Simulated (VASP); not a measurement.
# CoO (P3m1) in VASP: further runs

CoO is run at these levels: LDA; tasks: single point.

Program: VASP 6.6.1. These are calculated values, not measurements. Logs are shortened: lines on timing, memory, paths and dates and some standing lists are left out, and cuts for length are marked.

### Step 1. The cell of the first run

The typed cell holds 4 atoms: a = 3.176 Å, b = 3.176 Å, c = 5.194 Å, α = 90.00°, β = 90.00°, γ = 120.00°.

### Step 2. Single point, LDA, collinear spin, ferromagnetic start

File INCAR:

```
PREC = Accurate
ENCUT = 520
EDIFF = 1E-7
ISMEAR = -1
SIGMA = 0.05
LREAL = False
LASPH = True
NELM = 150
ALGO = Normal
ISIF = 2
LWAVE = False
LCHARG = True
ISPIN = 2
MAGMOM = 2 2 0 0
LORBIT = 11
LMAXMIX = 4
LELF = True
LVHAR = True
NBANDS = 27
```

File KPOINTS:

```
regular mesh
0
Gamma
  10 10 5
```

File POSCAR:

```
CoO
1.0
    3.1761843872      0.0000000000      0.0000000000
   -1.5880921936      2.7506563664      0.0000000000
    0.0000000000      0.0000000000      5.1936166411
Co O
2 2
Direct
    0.3333333333      0.6666666667      0.5033624100
    0.0000000000      0.0000000000      0.0034741400
    0.3333333333      0.6666666667      0.8715556000
    0.0000000000      0.0000000000      0.3716088500
```

Potentials or basis: VASP PAW LDA potentials, release 64 (Co, O).

Run with:

```console
$ cat potpaw_LDA.64/Co/POTCAR potpaw_LDA.64/O/POTCAR > POTCAR
$ mpirun -np 1 vasp_std > vasp.out
```

OUTCAR:

```text
PREC = Accurate
   ENCUT = 520
   EDIFF = 1E-7
   ISMEAR = -1
   LREAL = False
   LASPH = True
   NELM = 150
   ISIF = 2
   ISPIN = 2
   LORBIT = 11

 ion  position               nearest neighbor table
   1  0.333  0.667  0.503-   3 1.91   4 1.96   4 1.96   4 1.96
   2  0.000  0.000  0.003-   4 1.91   3 1.96   3 1.96   3 1.96
   3  0.333  0.667  0.872-   1 1.91   2 1.96   2 1.96   2 1.96
   4  0.000  0.000  0.372-   2 1.91   1 1.96   1 1.96   1 1.96

  LATTYP: Found a hexagonal cell.
 ALAT       =     3.1761843872
 C/A-ratio  =     1.6351747909

  Lattice vectors:

 A1 = (   3.1761843872,   0.0000000000,   0.0000000000)
 A2 = (  -1.5880921936,   2.7506563664,   0.0000000000)
 A3 = (   0.0000000000,   0.0000000000,   5.1936166411)

Analysis of symmetry for initial positions (statically):
=====================================================================
 Subroutine PRICEL returns:
 Original cell was already a primitive cell.

 Routine SETGRP: Setting up the symmetry group for a
 hexagonal supercell.

 Subroutine GETGRP returns: Found  6 space group operations
 (whereof  6 operations were pure point group operations)
 out of a pool of 24 trial point group operations.

The static configuration has the point symmetry C_3v.

Analysis of symmetry for dynamics (positions and initial velocities):
=====================================================================
 Subroutine PRICEL returns:
 Original cell was already a primitive cell.

 Routine SETGRP: Setting up the symmetry group for a
 hexagonal supercell.

 Subroutine GETGRP returns: Found  6 space group operations
 (whereof  6 operations were pure point group operations)
 out of a pool of 24 trial point group operations.

The dynamic configuration has the point symmetry C_3v.

Analysis of structural, dynamic, and magnetic symmetry:
=====================================================================
 Subroutine PRICEL returns:
 Original cell was already a primitive cell.

 Routine SETGRP: Setting up the symmetry group for a
 hexagonal supercell.

 Subroutine GETGRP returns: Found  6 space group operations
 (whereof  6 operations were pure point group operations)
 out of a pool of 24 trial point group operations.

The overall configuration has the point symmetry C_3v.

 Subroutine INISYM returns: Found  6 space group operations
 (whereof  6 operations are pure point group operations),
 and found     1 'primitive' translations

----------------------------------------------------------------------------------------

                                     Primitive cell

  volume of cell :      45.3745

  direct lattice vectors                    reciprocal lattice vectors
     3.176184387  0.000000000  0.000000000     0.314843182  0.181774796  0.000000000
    -1.588092194  2.750656366  0.000000000     0.000000000  0.363549592  0.000000000
     0.000000000  0.000000000  5.193616641     0.000000000  0.000000000  0.192544053

  length of vectors
     3.176184387  3.176184387  5.193616641     0.363549592  0.363549592  0.192544053

  position of ions in fractional coordinates (direct lattice)
     0.333333333  0.666666667  0.503362410
     0.000000000  0.000000000  0.003474140
     0.333333333  0.666666667  0.871555600
     0.000000000  0.000000000  0.371608850

  ion indices of the primitive-cell ions
   primitive index   ion index
                 1           1
                 2           2
                 3           3
                 4           4

----------------------------------------------------------------------------------------

 KPOINTS: regular mesh

Automatic generation of k-mesh.
 Grid dimensions read from file:
 generate k-points for:   10   10    5

 Generating k-lattice:

  Cartesian coordinates                     Fractional coordinates (reciprocal lattice)
     0.031484318  0.018177480  0.000000000     0.100000000  0.000000000  0.000000000
     0.000000000  0.036354959  0.000000000     0.000000000  0.100000000  0.000000000
     0.000000000  0.000000000  0.038508811     0.000000000  0.000000000  0.200000000

[... 45 lines left out ...]
 spin polarized calculation
  energy-cutoff  :      520.00
  volume of cell :       45.37
 maximum number of plane-waves:      1244
   NGX = 11   NGY = 11   NGZ = 19

 number of electron      30.0000005 magnetization       5.0164402

 Free energy of the ion-electron system (eV)
  ---------------------------------------------------
  ext. energy  EPLUGINS =         0.00000000
  ---------------------------------------------------
  free energy    TOTEN  =       -29.80800722 eV

  energy without entropy =      -29.75524986  energy(sigma->0) =      -29.78162854

 E-fermi :   5.7291     XC(G=0): -11.7661

 val. band max:        5.7231052075   @ k =   0.4000   0.2000   0.0000
 cond. band min:       5.7311966638   @ k =   0.4000   0.0000   0.0000
 fundamental gap:      0.0080914562
 Fermi energy:         5.7291452302

 spin component 1

 k-point     1 :       0.0000    0.0000    0.0000
  band No.  band energies     occupation
      1     -14.0959      1.00000
      2     -13.4146      1.00000
      3      -1.3958      1.00000
      4      -0.4710      1.00000
      5      -0.2735      1.00000
      6      -0.2735      1.00000
[... 19 lines left out ...]
     26      20.6519      0.00000
     27      22.2324      0.00000
[... 667 lines left out ...]
      5      -0.1684      1.00000
      6      -0.0049      1.00000
[... 19 lines left out ...]
     26      19.8548      0.00000
     27      21.3614      0.00000

 [... further k-points ...]

 spin component 2

 k-point     1 :       0.0000    0.0000    0.0000
  band No.  band energies     occupation
      1     -13.6347      1.00000
      2     -12.9261      1.00000
      3      -0.9531      1.00000
      4       0.5058      1.00000
      5       0.6514      1.00000
      6       0.6514      1.00000
[... 19 lines left out ...]
     26      21.1071      0.00000
     27      22.8032      0.00000
[... 667 lines left out ...]
      5       0.4719      1.00000
      6       0.8308      1.00000
[... 19 lines left out ...]
     26      20.3491      0.00000
     27      21.9336      0.00000

 [... further k-points ...]

------------------------ aborting loop because EDIFF is reached ----------------------------------------

  FORCE on cell =-STRESS in cart. coord.  units (eV):
  Direction    XX          YY          ZZ          XY          YZ          ZX
  --------------------------------------------------------------------------------------
  -------------------------------------------------------------------------------------
  Total       -4.7023313     -4.7023313     -3.2917393      0.0000000      0.0000000      0.0000000
  in kB     -166.0396741   -166.0396741   -116.2315638      0.0000000      0.0000000      0.0000000
  external PRESSURE =    -149.4369706 kB  Pullay stress =       0.0000000 kB

 VOLUME and BASIS-vectors are now :
 -----------------------------------------------------------------------------
  energy-cutoff  :      520.00
  volume of cell :       45.37
      direct lattice vectors                 reciprocal lattice vectors
     3.176184387  0.000000000  0.000000000     0.314843182  0.181774796  0.000000000
    -1.588092194  2.750656366  0.000000000     0.000000000  0.363549592  0.000000000
     0.000000000  0.000000000  5.193616641     0.000000000  0.000000000  0.192544053

 POSITION                                       TOTAL-FORCE (eV/Angst)
 -----------------------------------------------------------------------------------
     -0.00000      1.83377      2.61427        -0.000000      0.000000     -0.240891
      0.00000      0.00000      0.01804        -0.000000      0.000000     -0.244677
     -0.00000      1.83377      4.52653        -0.000000     -0.000000      0.242500
      0.00000      0.00000      1.92999         0.000000      0.000000      0.243068
 -----------------------------------------------------------------------------------
    total drift:                               -0.000000     -0.000001     -0.000986

  FREE ENERGIE OF THE ION-ELECTRON SYSTEM (eV)
  ---------------------------------------------------
  free  energy   TOTEN  =       -29.8080072235 eV

  energy  without entropy=      -29.7552498574  energy(sigma->0) =      -29.78162854

 total charge

# of ion       s       p       d       tot
------------------------------------------
    1        0.353   0.454   7.236   8.043
    2        0.353   0.454   7.236   8.043
    3        1.542   3.403   0.000   4.945
    4        1.542   3.403   0.000   4.945
--------------------------------------------------
tot          3.789   7.714  14.473  25.976

 magnetization (x)

# of ion       s       p       d       tot
------------------------------------------
    1        0.012   0.050   2.099   2.162
    2        0.012   0.050   2.100   2.163
    3        0.019   0.246   0.000   0.265
    4        0.019   0.245   0.000   0.264
--------------------------------------------------
tot          0.062   0.591   4.200   4.853
```

Wall time 4 min (1 thread of AMD EPYC 7R13, shared host); peak memory 0.19 GiB.

What came out:

```
Free energy                                           : -29.8080 eV
Pressure                                              : -14.9 GPa
Largest force                                         : 0.245 eV/Å
Net moment                                            : 5.02 μB per cell
Site moments                                          : Co +2.16; O +0.27, +0.26 μB
Valence electrons inside the program's atomic spheres : Co 8.04; O 4.95
```

Forces in eV/Å, atoms in the order of the input:
```
Co   0.000  0.000 -0.241
Co   0.000  0.000 -0.245
O    0.000  0.000  0.242
O    0.000  0.000  0.243
```

Stress tensor (GPa, compression positive):
```
-16.60   0.00   0.00
  0.00 -16.60   0.00
  0.00   0.00 -11.62
```

Levels at points of the mesh, in eV from the Fermi level:
Spin up:
```tsv
k point	band 16	band 17	band 18	band 19	band 20	band 21
(0.00, 0.00, 0.00)	0.22	0.50	0.57	0.57	5.57	7.18
(0.50, 0.00, 0.00)	-1.44	-0.37	-0.22	5.81	6.14	7.35
```
Spin down:
```
           k point  band 9  band 10  band 11  band 12  band 13  band 14  band 15  band 16
(0.00, 0.00, 0.00)   -0.73    -0.73    -0.18    -0.18    -0.17     0.69     1.34     1.34
(0.50, 0.00, 0.00)   -0.93    -0.87    -0.22    -0.09    -0.08    -0.04     0.43     0.52
```

Caveat: the cell stands under tension; semilocal functionals often make such compounds metallic where correlation or magnetic order opens a gap, which also shifts bond lengths. With open d or f shells a metallic result of LDA can be an artefact of self-interaction; +U or a hybrid may open a gap.

### Step 3. Single point, LDA, collinear spin, ferromagnetic start

This run uses another cell than the first one, of 11.58 Å³/atom.

File INCAR:

```
  ALGO = Normal
  EDIFF = 1E-7
  ENCUT = 520
  ISIF = 2
  ISMEAR = -1
  ISPIN = 2
  LASPH = T
  LCHARG = F
  LMAXMIX = 4
  LORBIT = 11
  LREAL = F
  LWAVE = F
  MAGMOM = 2 2 0 0
  NBANDS = 27
  NELM = 150
  PREC = Accurate
  SIGMA = 0.05
```

File KPOINTS:

```
k-points
0
Gamma
  10 10 5
```

File POSCAR:

```
CoO
1.0
    3.1976457435      0.0000000000      0.0000000000
   -1.5988228718      2.7692424462      0.0000000000
    0.0000000000      0.0000000000      5.2287097100
Co O
2 2
Direct
    0.3333333333      0.6666666667      0.5033624100
    0.0000000000      0.0000000000      0.0034741400
    0.3333333333      0.6666666667      0.8715556000
    0.0000000000      0.0000000000      0.3716088500
```

Potentials or basis: VASP PAW LDA potentials, release 64 (Co, O).

Run with:

```console
$ cat potpaw_LDA.64/Co/POTCAR potpaw_LDA.64/O/POTCAR > POTCAR
$ mpirun -np 1 vasp_std > vasp.out
```

Run time: 4.3 min. Hardware: 1 thread of AMD EPYC 7R13, shared host; peak memory 0.19 GiB.

The run converged. Its results:

```
Free energy                                           : -29.7188 eV
Pressure                                              : -16.3 GPa
Largest force                                         : 0.242 eV/Å
Net moment                                            : 5.30 μB per cell
Site moments                                          : Co +2.27; O +0.29 μB
Valence electrons inside the program's atomic spheres : Co 8.00; O 4.94
```

Forces in eV/Å, atoms in the order of the input:
```
Co   0.000  0.000 -0.238
Co   0.000  0.000 -0.242
O    0.000  0.000  0.240
O    0.000  0.000  0.240
```

Stress tensor (GPa, compression positive):
```
-17.63   0.00   0.00
  0.00 -17.63   0.00
  0.00   0.00 -13.65
```

Levels at points of the mesh, in eV from the Fermi level:
Spin up:
```
           k point  band 15  band 16  band 17  band 18  band 19  band 20  band 21  band 22
(0.00, 0.00, 0.00)    -0.43     0.16     0.42     0.47     0.47     5.46     7.08    13.56
(0.50, 0.00, 0.00)    -1.61    -1.52    -0.45    -0.30     5.69     6.07     7.26     9.28
```
Spin down:
| k point | band 8 | band 9 | band 10 | band 11 | band 12 | band 13 | band 14 | band 15 | band 16 | band 17 |
| --- | --- | --- | --- | --- | --- | --- | --- | --- | --- | --- |
| (0.00, 0.00, 0.00) | -4.67 | -0.69 | -0.69 | -0.15 | -0.15 | -0.13 | 0.66 | 1.34 | 1.34 | 2.20 |
| (0.50, 0.00, 0.00) | -4.44 | -0.87 | -0.81 | -0.19 | -0.05 | -0.05 | -0.02 | 0.46 | 0.53 | 1.38 |

Caveat: the cell stands under tension; semilocal functionals often make such compounds metallic where correlation or magnetic order opens a gap, which also shifts bond lengths.

### Step 4. Single point, LDA, collinear spin, ferromagnetic start

This run uses another cell than the first one, of 11.58 Å³/atom.

File INCAR:

```
SYSTEM = CoO
PREC = Accurate
ENCUT = 520
EDIFF = 1E-7
ISMEAR = -1
SIGMA = 0.05
LREAL = .False.
LASPH = .True.
NELM = 150
ALGO = Normal
ISIF = 2
LWAVE = .False.
LCHARG = .True.
ISPIN = 2
MAGMOM = 2 2 0 0
LORBIT = 11
LMAXMIX = 4
LELF = .True.
LVHAR = .True.
NBANDS = 27
```

File KPOINTS:

```
Automatic mesh
0
Gamma
  10 10 5
  0 0 0
```

POSCAR is that of step 3.

Run with:

```console
$ cat potpaw_LDA.64/Co/POTCAR potpaw_LDA.64/O/POTCAR > POTCAR
$ mpirun -np 1 vasp_std > vasp.out
```

Wall time 4.8 min (1 thread of AMD EPYC 7R13, shared host); peak memory 0.19 GiB.

The run converged. Its results:

```
Free energy                                           : -29.7188 eV
Pressure                                              : -16.3 GPa
Largest force                                         : 0.242 eV/Å
Net moment                                            : 5.30 μB per cell
Site moments                                          : Co +2.27; O +0.29 μB
Valence electrons inside the program's atomic spheres : Co 8.00; O 4.94
```

Forces on the atoms (eV/Å):
```
Co   0.000  0.000 -0.238
Co   0.000  0.000 -0.242
O    0.000  0.000  0.240
O    0.000  0.000  0.240
```

Stress tensor (GPa, compression positive):
```
-17.63   0.00   0.00
  0.00 -17.63   0.00
  0.00   0.00 -13.65
```

Levels at points of the mesh, in eV from the Fermi level:
Spin up:
```
           k point  band 16  band 17  band 18  band 19  band 20  band 21
(0.00, 0.00, 0.00)     0.16     0.42     0.47     0.47     5.46     7.08
(0.50, 0.00, 0.00)    -1.52    -0.45    -0.30     5.69     6.07     7.26
```
Spin down:
```tsv
k point	band 8	band 9	band 10	band 11	band 12	band 13	band 14	band 15	band 16	band 17
(0.00, 0.00, 0.00)	-4.67	-0.69	-0.69	-0.15	-0.15	-0.13	0.66	1.34	1.34	2.20
(0.50, 0.00, 0.00)	-4.44	-0.87	-0.81	-0.19	-0.05	-0.05	-0.02	0.46	0.53	1.38
```

Caveat: the cell stands under tension; semilocal functionals often make such compounds metallic where correlation or magnetic order opens a gap, which also shifts bond lengths. With open d or f shells a metallic result of LDA can be an artefact of self-interaction; +U or a hybrid may open a gap.

### Step 5. Single point, LDA, collinear spin, ferromagnetic start

This run uses another cell than the first one, of 12.04 Å³/atom.

File INCAR:

```
PREC     = Accurate       # precision mode
ENCUT    = 520            # plane-wave cutoff, eV
EDIFF    = 1E-6           # SCF threshold, eV
ISMEAR   = -1             # smearing method
SIGMA    = 0.05           # smearing width, eV
LREAL    = False          # projectors in reciprocal space
LASPH    = True           # aspherical terms in the spheres
NELM     = 150            # most SCF steps
ALGO     = Normal         # electronic algorithm
ISIF     = 2              # what is computed and relaxed
LWAVE    = False          # write WAVECAR
LCHARG   = False          # write CHGCAR
ISPIN    = 2              # spin polarisation
MAGMOM   = 2 2 0 0        # initial moments
LORBIT   = 11             # projections on sites
LMAXMIX  = 4              # l up to which the mixer works
NBANDS   = 27             # bands
```

File KPOINTS:

```
regular mesh
0
Gamma
  10 10 5
```

File POSCAR:

```
CoO
1.0
    3.2397248551      0.0000000000      0.0000000000
   -1.6198624276      2.8056840258      0.0000000000
    0.0000000000      0.0000000000      5.2975164125
Co O
2 2
Direct
    0.3333333333      0.6666666667      0.5033624100
    0.0000000000      0.0000000000      0.0034741400
    0.3333333333      0.6666666667      0.8715556000
    0.0000000000      0.0000000000      0.3716088500
```

Run with:

```console
$ cat potpaw_LDA.64/Co/POTCAR potpaw_LDA.64/O/POTCAR > POTCAR
$ mpirun -np 1 vasp_std > vasp.out
```

Wall time 3.7 min (1 thread of AMD EPYC 7R13, shared host); peak memory 0.19 GiB.

It converged, with:

| Property | Result |
| --- | --- |
| Free energy | -29.5155 eV |
| Pressure | -19.2 GPa |
| Largest force | 0.208 eV/Å |
| Net moment | 5.63 μB per cell |
| Site moments | Co +2.40; O +0.32 μB |
| Valence electrons inside the program's atomic spheres | Co 7.92; O 4.93 |

Forces on the atoms (eV/Å):
```
Co   0.000  0.000 -0.204
Co   0.000  0.000 -0.208
O    0.000  0.000  0.207
O    0.000  0.000  0.206
```

Stress tensor (GPa, compression positive):
```
-19.99   0.00   0.00
  0.00 -19.99   0.00
  0.00   0.00 -17.57
```

Levels at points of the mesh, in eV from the Fermi level:
Spin up:
```
           k point  band 15  band 16  band 17  band 18  band 19  band 20  band 21  band 22
(0.00, 0.00, 0.00)    -0.54     0.06     0.29     0.31     0.31     5.26     6.90    13.24
(0.50, 0.00, 0.00)    -1.69    -1.62    -0.58    -0.42     5.47     5.92     7.09     8.99
```
Spin down:
| k point | band 10 | band 11 | band 12 | band 13 | band 14 | band 15 |
| --- | --- | --- | --- | --- | --- | --- |
| (0.00, 0.00, 0.00) | -0.62 | -0.12 | -0.12 | -0.09 | 0.61 | 1.32 |
| (0.50, 0.00, 0.00) | -0.71 | -0.16 | -0.02 | 0.00 | 0.00 | 0.48 |

Caveat: the cell stands under tension; semilocal functionals often make such compounds metallic where correlation or magnetic order opens a gap, which also shifts bond lengths. With open d or f shells a metallic result of LDA can be an artefact of self-interaction; +U or a hybrid may open a gap.

### Step 6. Summary

```csv
cell,gap on the mesh (eV),pressure (GPa),moment (μB),largest force (eV/Å)
"a = 3.176, b = 3.176, c = 5.194 Å, angles 90.0, 90.0, 120.0°, 4 atoms",none,-14.9,5.02,0.24
"a = 3.198, b = 3.198, c = 5.229 Å, angles 90.0, 90.0, 120.0°, 4 atoms",none,-16.3,5.30,0.24
"a = 3.240, b = 3.240, c = 5.298 Å, angles 90.0, 90.0, 120.0°, 4 atoms",none,-19.2,5.63,0.21
```

Alike in all rows: task single point; level LDA; potentials or basis VASP PAW LDA potentials, release 64 (Co, O); spin collinear, ferromagnetic start; k mesh 10 × 10 × 5; cutoff (eV) 520; smearing fermi-dirac 0.05 eV.

Caveats: the cell stands under tension; semilocal functionals often make such compounds metallic where correlation or magnetic order opens a gap, which also shifts bond lengths.

Absolute energies hang on the potentials; compare differences alone.
